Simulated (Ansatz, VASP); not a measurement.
# InP in VASP and in Ansatz

The input INCAR:

```
SYSTEM = InP
ALGO = Normal
EDIFF = 1E-6
ENCUT = 500
GGA = CA
GGA_COMPAT = .FALSE.
ISIF = 2
ISMEAR = 0
LASPH = .TRUE.
LCHARG = .FALSE.
LREAL = .FALSE.
LWAVE = .FALSE.
NBANDS = 16
NELM = 120
PREC = Accurate
SIGMA = 0.02
```

Contents of KPOINTS:

```
k-points
0
G
  10 10 10
  0 0 0
```

The input POSCAR:

```
InP
1.0
    0.0000000000      2.9134252807      2.9134252807
    2.9134252807      0.0000000000      2.9134252807
    2.9134252807      2.9134252807      0.0000000000
In P
1 1
Direct
    0.0000000000      0.0000000000      0.0000000000
    0.2500000000      0.2500000000      0.2500000000
```

Input for Ansatz:

```yaml
crystal:
  lattice:
    - [0.0, 2.9134252807, 2.9134252807]
    - [2.9134252807, 0.0, 2.9134252807]
    - [2.9134252807, 2.9134252807, 0.0]
  atoms:
    - { symbol: In, position: [0.0, 0.0, 0.0] }
    - { symbol: P, position: [0.25, 0.25, 0.25] }
basis:
  ecutwfc: 420
kpoints:
  mp_grid: { grid: [10, 10, 10] }
  band_path:
    path:
      - [[0.0, 0.0, 0.0], [-0.5, -0.5, 0.0], [-0.375, -0.375, 0.25]]
      - [[-0.375, 0.0, 0.375], [0.0, 0.0, 0.0], [0.0, 0.0, 0.5], [-0.5, -0.25, 0.25], [-0.5, -0.5, 0.0]]
    npoints: 10
hamiltonian:
  xc: lda
  pseudopotentials: { kind: paw, azcp: { folder: soft_1 } }
scf:
  occupations: { method: gaussian, width: 0.02 }
  n_extra_bands: 7
output:
  forces: true
  stress: true
  eigenvalues: true
```

Alike in both runs: task single point; functional LDA; k mesh 10 × 10 × 10; occupations gaussian, width 0.02 eV; no spin polarisation.

```csv
,VASP,Ansatz
version,VASP 6.6.1,Ansatz 0.2.0
potentials or method,"VASP PAW LDA potentials, release 64 (In_d, P), cutoff 500 eV","scalar-relativistic, plane waves, PAW"
valence electrons in the cell,18,18
```

|  | VASP | Ansatz | Ansatz less VASP |
| --- | --- | --- | --- |
| gap on the k mesh at the Fermi level (eV) | 0.61 | 0.58 | -0.031 |
| least direct gap on the mesh (eV) | 0.61 | 0.58 | -0.031 |
| pressure (GPa) | 0.0 | 0.0 | -0.02 |

Ansatz warns that its potentials were made for another functional, while VASP's fit it. LDA's correlation is that of Perdew and Zunger in VASP and of Perdew and Wang (1992) in Ansatz.
